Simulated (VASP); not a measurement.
TiNi: single point with r2SCAN

The system is TiNi.

```
Ti Ni
1.0
     3.04720    0.00000    0.00000
     0.00000    3.04720    0.00000
     0.00000    0.00000    3.04720
Ti Ni
1 1
Direct
  0.50000 0.50000 0.50000
  0.00000 0.00000 0.00000
```

| Item | Value |
| --- | --- |
| Program | VASP 6.6.1 |
| Task | single point |
| Functional | r2SCAN |
| Potentials or basis | VASP PAW PBE potentials, release 64 (Ti_sv, Ni) |
| Cutoff | 520 eV |
| k mesh | 14 × 14 × 14 |
| Occupations | gaussian, width 0.1 eV |
| Spin | no spin polarisation |
| Dipole correction | no |
| Further INCAR settings | ALGO = Normal; EDIFF = 1e-07; NBANDS = 18 |

The pressure is -8.5 GPa and the band gap on the k mesh is zero (bands 11 and 12 overlap by 1.72 eV).

Levels at points of the mesh, in eV from the Fermi level:
```tsv
k point	band 8	band 9	band 10	band 11	band 12	band 13	band 14	band 15
(0.00, 0.00, 0.00)	-1.92	-1.92	-1.92	0.51	0.51	2.50	2.50	2.50
(0.50, 0.00, 0.00)	-2.04	-2.04	-1.64	-0.63	-0.58	0.66	0.66	2.18
(0.50, 0.50, 0.00)	-2.65	-1.24	-0.71	0.28	0.28	0.95	2.20	2.20
(0.50, 0.50, 0.50)	-2.12	-2.12	-2.12	-1.21	-1.21	3.09	3.09	6.22
```

It took 110 s on 1 thread of Intel(R) Xeon(R) Platinum 8488C (Sapphire Rapids), with other jobs on the host, peak memory 0.19 GiB.

Caveat: the cell stands under tension; the PAW data sets were made with another functional, which shifts forces and pressure a little. Spin polarisation is off, so any magnetic state and its effect on volume and gap are missing.
